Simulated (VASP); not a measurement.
# Ni (Fmmm) in VASP: notebook

Runs on Ni. Level: PBEsol. Tasks: single point, relaxation of cell and atoms.

Program: VASP 6.6.1. These are calculated values, not measurements. Logs are shortened: lines on timing, memory, paths and dates and some standing lists are left out, and cuts for length are marked.

## (1) The cell of the first run

The typed cell holds 2 atoms: a = 4.352 Å, b = 4.352 Å, c = 2.384 Å, α = 74.10°, β = 74.11°, γ = 31.78°.

## (2) Single point, PBEsol, collinear spin, ferromagnetic start

Contents of INCAR:

```
  PREC = Accurate
  ENCUT = 520
  EDIFF = 1E-6
  ISMEAR = 0
  SIGMA = 0.1
  LREAL = F
  LASPH = T
  NELM = 150
  ALGO = Normal
  ISIF = 2
  LWAVE = F
  LCHARG = T
  ISPIN = 2
  MAGMOM = 0.79 0.79
  LORBIT = 11
  LMAXMIX = 4
  GGA = PS
  LELF = T
  LVHAR = T
  NBANDS = 21
```

Contents of KPOINTS:

```
regular mesh
0
Gamma
  8 8 8
```

Contents of POSCAR:

```
Ni
1.0
    0.0000000000      1.6850280426      4.0125429906
    1.6857758684      0.0000000000      4.0125429906
    1.6857758684      1.6850280426      0.0000000000
Ni
2
Direct
    0.1414505546      0.1414505546      0.8585494454
    0.8585494454      0.8585494454      0.1414505546
```

Potentials or basis: VASP PAW PBE potentials, release 64 (Ni).

Run with:

```console
$ cat potpaw_PBE.64/Ni/POTCAR > POTCAR
$ mpirun -np 1 vasp_std > vasp.out
```

OUTCAR:

```text
PREC = Accurate
   ENCUT = 520
   EDIFF = 1E-6
   ISMEAR = 0
   LREAL = F
   LASPH = T
   NELM = 150
   ISIF = 2
   ISPIN = 2
   LORBIT = 11
   GGA = PS

 ion  position               nearest neighbor table
   1  0.141  0.141  0.859-   2 2.27   2 2.42   2 2.42   2 2.42   2 2.42
   2  0.859  0.859  0.141-   1 2.27   1 2.42   1 2.42   1 2.42   1 2.42

  LATTYP: Found a face centered orthorhombic cell.
 ALAT       =     3.3700560852
 B/A-ratio  =     1.0004438061
 C/A-ratio  =     2.3812915211

  Lattice vectors:

 A1 = (   1.6857758684,   0.0000000000,  -4.0125429906)
 A2 = (   0.0000000000,   1.6850280426,  -4.0125429906)
 A3 = (   1.6857758684,   1.6850280426,   0.0000000000)

Analysis of symmetry for initial positions (statically):
=====================================================================
 Subroutine PRICEL returns:
 Original cell was already a primitive cell.

 Routine SETGRP: Setting up the symmetry group for a
 face centered orthorhombic supercell.

 Subroutine GETGRP returns: Found  8 space group operations
 (whereof  8 operations were pure point group operations)
 out of a pool of  8 trial point group operations.

The static configuration has the point symmetry D_2h.

Analysis of symmetry for dynamics (positions and initial velocities):
=====================================================================
 Subroutine PRICEL returns:
 Original cell was already a primitive cell.

 Routine SETGRP: Setting up the symmetry group for a
 face centered orthorhombic supercell.

 Subroutine GETGRP returns: Found  8 space group operations
 (whereof  8 operations were pure point group operations)
 out of a pool of  8 trial point group operations.

The dynamic configuration has the point symmetry D_2h.

Analysis of structural, dynamic, and magnetic symmetry:
=====================================================================
 Subroutine PRICEL returns:
 Original cell was already a primitive cell.

 Routine SETGRP: Setting up the symmetry group for a
 face centered orthorhombic supercell.

 Subroutine GETGRP returns: Found  8 space group operations
 (whereof  8 operations were pure point group operations)
 out of a pool of  8 trial point group operations.

The overall configuration has the point symmetry D_2h.

 Subroutine INISYM returns: Found  8 space group operations
 (whereof  8 operations are pure point group operations),
 and found     1 'primitive' translations

----------------------------------------------------------------------------------------

                                     Primitive cell

  volume of cell :      22.7959

  direct lattice vectors                    reciprocal lattice vectors
     0.000000000  1.685028043  4.012542991    -0.296599334  0.296730967  0.124609257
     1.685775868  0.000000000  4.012542991     0.296599334 -0.296730967  0.124609257
     1.685775868  1.685028043  0.000000000     0.296599334  0.296730967 -0.124609257

  length of vectors
     4.351990436  4.352280038  2.383518362     0.437661854  0.437661854  0.437661854

  position of ions in fractional coordinates (direct lattice)
     0.141450555  0.141450555  0.858549445
     0.858549445  0.858549445  0.141450555

  ion indices of the primitive-cell ions
   primitive index   ion index
                 1           1
                 2           2

----------------------------------------------------------------------------------------

 KPOINTS: regular mesh

Automatic generation of k-mesh.
 Grid dimensions read from file:
 generate k-points for:    8    8    8

 Generating k-lattice:

  Cartesian coordinates                     Fractional coordinates (reciprocal lattice)
    -0.037074917  0.037091371  0.015576157     0.125000000  0.000000000  0.000000000
     0.037074917 -0.037091371  0.015576157    -0.000000000  0.125000000 -0.000000000
     0.037074917  0.037091371 -0.015576157     0.000000000  0.000000000  0.125000000

  Length of vectors
     0.054707732  0.054707732  0.054707732

  Shift w.r.t. Gamma in fractional coordinates (k-lattice)
     0.000000000  0.000000000  0.000000000

 Subroutine IBZKPT returns following result:
 ===========================================

 Found     95 irreducible k-points:

 Following reciprocal coordinates:
            Coordinates               Weight
  0.000000  0.000000  0.000000      1.000000
  0.125000  0.000000  0.000000      8.000000
  0.250000  0.000000  0.000000      8.000000
  0.375000  0.000000  0.000000      8.000000
  0.500000  0.000000  0.000000      4.000000
  0.125000  0.125000  0.000000      2.000000
[... 16 lines left out ...]
  0.250000  0.000000  0.125000      8.000000
  0.375000  0.000000  0.125000      8.000000
 [... further k-points ...]
   k-points           NKPTS =     95   k-points in BZ     NKDIM =     95   number of bands    NBANDS=     21
   number of dos      NEDOS =    301   number of ions     NIONS =      2
   total plane-waves  NPLWV =  18432
   dimension x,y,z NGX =    32 NGY =   32 NGZ =   18
   dimension x,y,z NGXF=    64 NGYF=   64 NGZF=   36
   ions per type =               2
   NGX,Y,Z   is equivalent  to a cutoff of  12.22, 12.22, 12.55 a.u.
   NGXF,Y,Z  is equivalent  to a cutoff of  24.45, 24.45, 25.11 a.u.
 SYSTEM =  unknown system
   PREC   = accura    normal or accurate (medium, high low for compatibility)
   ISTART =      0    job   : 0-new  1-cont  2-samecut
   ICHARG =      2    charge: 1-file 2-atom 10-const
   ISPIN  =      2    spin polarized calculation?
   LNONCOLLINEAR =      F non collinear calculations
   LSORBIT =      F    spin-orbit coupling
   LASPH  =      T    aspherical Exc in radial PAW
   ENCUT  =  520.0 eV  38.22 Ry    6.18 a.u.   8.09  8.09  4.43*2*pi/ulx,y,z
   NELM   =    150;   NELMIN=  2; NELMDL= -5     # of ELM steps
   EDIFF  = 0.1E-05   stopping-criterion for ELM
   LREAL  =      F    real-space projection
   EDIFFG = 0.1E-04   stopping-criterion for IOM
   NSW    =      0    number of steps for IOM
   IBRION =     -1    ionic relax: 0-MD 1-quasi-New 2-CG
   NFREE  =      0    steps in history (QN), initial steepest desc. (CG)
   ISIF   =      2    stress and relaxation
   ISYM   =      2    0-nonsym 1-usesym 2-fastsym
   POTIM  = 0.5000    time-step for ionic-motion
   TEBEG  =    0.0;   TEEND  =   0.0 temperature during run
   PSTRESS=    0.0 pullay stress
   NELECT =      20.0000    total number of electrons
   NUPDOWN=      -1.0000    fix difference up-down
   EMIN   =  10.00;   EMAX   =-10.00  energy-range for DOS
   EFERMI =   0.00;   METHOD = LEGACY
   ISMEAR =     0;   SIGMA  =   0.10  broadening in eV -4-tet -1-fermi 0-gaus
   EFERMI_NEDOS =   21; number of points for ismear=-14 and -15
   IALGO  =     38    algorithm
   IMIX   =      4    mixing-type and parameters
     AMIX     =   0.40;   BMIX     =  1.00
     AMIX_MAG =   1.60;   BMIX_MAG =  1.00
  volume/ion in A,a.u.               =      11.40        76.92
  Fermi-wavevector in a.u.,A,eV,Ry     =   1.567230  2.961634 33.418745  2.456208
  Thomas-Fermi vector in A             =   2.669440
   LORBIT       =     11    0 simple, 1 ext, 2 COOP (PROOUT), +10 PAW based schemes
   GGA     = PS    functional components
   LHFCALC =     F    Hartree Fock is set to
   AEXX    =    0.0000 exact exchange contribution
   IVDW    =     0    specifies the selected vdW correction
   LEPSILON=     F    determine dielectric tensor
   LRPA    =     F    only Hartree local field effects (RPA)
 spin polarized calculation
 Gauss-broadening in eV      SIGMA  =   0.10
  energy-cutoff  :      520.00
  volume of cell :       22.80
 maximum number of plane-waves:       632
   NGX = 17   NGY = 17   NGZ =  9

 number of electron      19.9999999 magnetization       1.3229765

 Free energy of the ion-electron system (eV)
  ---------------------------------------------------
  ext. energy  EPLUGINS =         0.00000000
  ---------------------------------------------------
  free energy    TOTEN  =       -11.52100467 eV

  energy without entropy =      -11.50245865  energy(sigma->0) =      -11.51173166

 E-fermi :   8.5991     XC(G=0): -13.0792

 val. band max:        8.5887918650   @ k =   0.2500   0.1250   0.0000
 cond. band min:       8.6027402370   @ k =  -0.2500   0.2500   0.0000
 fundamental gap:      0.0139483720
 Fermi energy:         8.5990689171

 spin component 1

 k-point     1 :       0.0000    0.0000    0.0000
  band No.  band energies     occupation
      1      -0.2108      1.00000
      2       4.1162      1.00000
      3       4.6786      1.00000
      4       5.3802      1.00000
      5       5.7067      1.00000
      6       6.9814      1.00000
[... 13 lines left out ...]
     20      32.9625      0.00000
     21      33.9033      0.00000
[... 529 lines left out ...]
 k-point    24 :       0.3750    0.0000    0.1250
  band No.  band energies     occupation
      1       3.3931      1.00000
      2       4.6640      1.00000
      3       5.2483      1.00000
      4       5.5411      1.00000
      5       5.9667      1.00000
      6       6.4710      1.00000
[... 13 lines left out ...]
     20      35.6327      0.00000
     21      38.1373      0.00000

 [... further k-points ...]

 spin component 2

 k-point     1 :       0.0000    0.0000    0.0000
  band No.  band energies     occupation
      1      -0.1945      1.00000
      2       4.5801      1.00000
      3       5.3311      1.00000
      4       6.0739      1.00000
      5       6.3410      1.00000
      6       7.6783      1.00000
[... 13 lines left out ...]
     20      32.9857      0.00000
     21      33.9892      0.00000
[... 529 lines left out ...]
 k-point    24 :       0.3750    0.0000    0.1250
  band No.  band energies     occupation
      1       3.5495      1.00000
      2       5.1445      1.00000
      3       5.7672      1.00000
      4       6.1357      1.00000
      5       6.6515      1.00000
      6       7.1144      1.00000
[... 13 lines left out ...]
     20      35.6845      0.00000
     21      38.1805      0.00000

 [... further k-points ...]

------------------------ aborting loop because EDIFF is reached ----------------------------------------

  FORCE on cell =-STRESS in cart. coord.  units (eV):
  Direction    XX          YY          ZZ          XY          YZ          ZX
  --------------------------------------------------------------------------------------
  -------------------------------------------------------------------------------------
  Total       -0.0420398     -0.0404768     -0.0034156      0.0000000      0.0000000      0.0000000
  in kB       -2.9547111     -2.8448582     -0.2400622      0.0000000      0.0000000      0.0000000
  external PRESSURE =      -2.0132105 kB  Pullay stress =       0.0000000 kB

 VOLUME and BASIS-vectors are now :
 -----------------------------------------------------------------------------
  energy-cutoff  :      520.00
  volume of cell :       22.80
      direct lattice vectors                 reciprocal lattice vectors
     0.000000000  1.685028043  4.012542991    -0.296599334  0.296730967  0.124609257
     1.685775868  0.000000000  4.012542991     0.296599334 -0.296730967  0.124609257
     1.685775868  1.685028043  0.000000000     0.296599334  0.296730967 -0.124609257

 POSITION                                       TOTAL-FORCE (eV/Angst)
 -----------------------------------------------------------------------------------
      1.68578      1.68503      1.13515         0.000000      0.000000     -0.002993
      1.68578      1.68503      6.88993         0.000000      0.000000      0.002993
 -----------------------------------------------------------------------------------
    total drift:                                0.000000      0.000000      0.000000

  FREE ENERGIE OF THE ION-ELECTRON SYSTEM (eV)
  ---------------------------------------------------
  free  energy   TOTEN  =       -11.5210046674 eV

  energy  without entropy=      -11.5024586507  energy(sigma->0) =      -11.51173166

 total charge

# of ion       s       p       d       tot
------------------------------------------
    1        0.524   0.488   8.350   9.362
    2        0.524   0.488   8.350   9.362
--------------------------------------------------
tot          1.048   0.976  16.700  18.724

 magnetization (x)

# of ion       s       p       d       tot
------------------------------------------
    1       -0.005  -0.015   0.685   0.665
    2       -0.005  -0.015   0.685   0.665
--------------------------------------------------
tot         -0.010  -0.030   1.371   1.331
```

It took 1.9 min on 1 thread of Intel Xeon 8259CL, shared host; peak memory 0.21 GiB.

What came out:

| Quantity | Value |
| --- | --- |
| Free energy | -11.5210 eV |
| Pressure | -0.2 GPa |
| Net moment | 1.32 μB per cell |
| Site moments | Ni +0.67 μB |
| Valence electrons inside the program's atomic spheres | Ni 9.36 |

Forces on the atoms (eV/Å):
```
Ni   0.000  0.000 -0.003
Ni   0.000  0.000  0.003
```

Levels at points of the mesh, in eV from the Fermi level:
Spin up:
```tsv
k point	band 8	band 9	band 10	band 11	band 12	band 13	band 14	band 15
(0.00, 0.00, 0.00)	-1.11	-1.11	-0.90	-0.48	0.51	5.77	19.88	19.88
(0.50, 0.00, 0.00)	-1.72	-1.01	-0.66	0.68	2.27	3.51	8.58	14.40
(0.50, 0.50, 0.00)	-1.36	-0.84	-0.54	-0.44	-0.44	13.33	16.57	17.26
(0.50, 0.00, 0.50)	-0.41	-0.14	-0.10	3.76	6.86	8.64	10.31	10.77
(0.00, 0.50, 0.50)	-0.41	-0.14	-0.10	3.75	6.87	8.65	10.30	10.77
```
Spin down:
| k point | band 6 | band 7 | band 8 | band 9 | band 10 | band 11 | band 12 | band 13 |
| --- | --- | --- | --- | --- | --- | --- | --- | --- |
| (0.00, 0.00, 0.00) | -0.92 | -0.92 | -0.40 | -0.40 | -0.20 | 0.24 | 0.57 | 6.17 |
| (0.50, 0.00, 0.00) | -1.31 | -1.24 | -1.09 | -0.30 | 0.08 | 1.31 | 2.56 | 3.78 |
| (0.50, 0.50, 0.00) | -1.49 | -1.49 | -0.63 | -0.14 | 0.17 | 0.32 | 0.32 | 13.44 |
| (0.50, 0.00, 0.50) | -1.41 | -0.11 | 0.40 | 0.71 | 0.75 | 3.79 | 7.02 | 8.80 |
| (0.00, 0.50, 0.50) | -1.41 | -0.11 | 0.40 | 0.71 | 0.75 | 3.78 | 7.03 | 8.81 |

Caveat: the PAW data sets were made with another functional, which shifts forces and pressure a little.

## (3) Single point, PBEsol, collinear spin, ferromagnetic start

This run uses another cell than the first one: it holds 4 atoms, not 2.

Contents of INCAR:

```
PREC = Accurate
ENCUT = 520
EDIFF = 1E-7
ISMEAR = 0
SIGMA = 0.1
LREAL = F
LASPH = T
NELM = 150
ALGO = Fast
ISIF = 2
LWAVE = F
LCHARG = F
ISPIN = 2
MAGMOM = 0.77 0.77 0.77 0.77
LORBIT = 11
LMAXMIX = 4
GGA = PS
NBANDS = 32
```

Contents of KPOINTS:

```
regular mesh
0
Gamma
  6 6 4
```

Contents of POSCAR:

```
Ni
1.0
    1.7154413624     -4.0145786974      0.0000000000
    1.7154413624      4.0145786974      0.0000000000
    0.0000000000      0.0000000000      3.3070811391
Ni
4
Direct
    0.1415558540      0.8584441460      0.0000033737
    0.6415558540      0.3584441460      0.4999966263
    0.8584441460      0.1415558540      0.9999966263
    0.3584441460      0.6415558540      0.5000033737
```

Potentials or basis: VASP PAW PBE potentials, release 64 (Ni).

Run with:

```console
$ cat potpaw_PBE.64/Ni/POTCAR > POTCAR
$ mpirun -np 1 vasp_std > vasp.out
```

Wall time 3.3 min (1 thread of Intel Xeon 8259CL, shared host); peak memory 0.24 GiB.

Results (log left out):

| Item | Value |
| --- | --- |
| Free energy | -23.0626 eV |
| Pressure | -0.1 GPa |
| Net moment | 2.64 μB per cell |
| Site moments | Ni +0.67 μB |
| Valence electrons inside the program's atomic spheres | Ni 9.36 |

Stress tensor (GPa, compression positive):
```
-0.20  0.00  0.00
 0.00  0.21  0.00
 0.00  0.00 -0.42
```

Levels at points of the mesh, in eV from the Fermi level:
Spin up:
| k point | band 18 | band 19 | band 20 | band 21 | band 22 | band 23 | band 24 | band 25 |
| --- | --- | --- | --- | --- | --- | --- | --- | --- |
| (0.00, 0.00, 0.00) | -0.48 | -0.40 | -0.12 | -0.05 | 0.52 | 4.28 | 5.78 | 6.45 |
| (0.50, 0.00, 0.00) | -1.39 | -0.85 | -0.85 | -0.65 | -0.65 | 2.59 | 2.59 | 10.36 |
| (0.50, 0.50, 0.00) | -0.48 | -0.42 | -0.38 | -0.09 | -0.08 | 3.33 | 7.35 | 9.13 |
| (0.00, 0.00, 0.50) | -1.39 | -1.21 | -1.21 | -1.01 | -1.01 | 5.98 | 5.98 | 7.48 |
| (0.50, 0.00, 0.50) | -1.01 | -0.67 | -0.67 | 0.72 | 0.72 | 2.29 | 2.29 | 3.54 |
| (0.50, 0.50, 0.50) | -1.20 | -0.60 | -0.60 | 0.43 | 0.43 | 0.56 | 0.56 | 9.05 |
Spin down:
```tsv
k point	band 15	band 16	band 17	band 18	band 19	band 20	band 21	band 22
(0.00, 0.00, 0.00)	-0.34	-0.18	-0.05	0.25	0.39	0.57	0.69	0.76
(0.50, 0.00, 0.00)	-1.07	-1.07	-0.71	-0.71	-0.08	-0.08	0.03	0.03
(0.50, 0.50, 0.00)	-0.13	-0.11	0.19	0.31	0.37	0.41	0.72	0.73
(0.00, 0.00, 0.50)	-0.85	-0.85	-0.80	-0.80	-0.46	-0.46	-0.28	-0.28
(0.50, 0.00, 0.50)	-1.05	-1.05	-0.28	-0.28	0.10	0.10	1.32	1.32
(0.50, 0.50, 0.50)	-1.13	-1.13	-0.49	-0.49	0.18	0.18	0.90	0.90
```

Caveat: the k points lie up to 0.47 Å⁻¹ apart; the PAW data sets were made with another functional, which shifts forces and pressure a little.

(Part 1 of 2 ends here.)
